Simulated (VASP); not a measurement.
Crystal: Si.

```xyz
1
Lattice="2.5270 0.0000 0.0000 -1.2635 2.1884 0.0000 0.0000 0.0000 2.3730" Properties=species:S:1:pos:R:3 pbc="T T T"
Si    0.0000    0.0000    0.0000
```

Program: VASP 6.6.1. Alike in all runs: task single point; no spin polarisation; cell as given; k mesh 13 × 13 × 12, shifted; cutoff (eV) 520; smearing methfessel-paxton 0.2 eV.

Q: Order these runs on this cell by their pressure, lowest first.
A. level LDA; potentials or basis VASP PAW LDA potentials, release 64 (Si)
B. level PBE; potentials or basis VASP PAW PBE potentials, release 64 (Si)
C. level BLYP; potentials or basis VASP PAW PBE potentials, release 64 (Si)

A: A (15.9 GPa), B (20.9 GPa), C (29.0 GPa).

Caveats: the PAW data sets were made with another functional, which shifts forces and pressure a little (some runs).
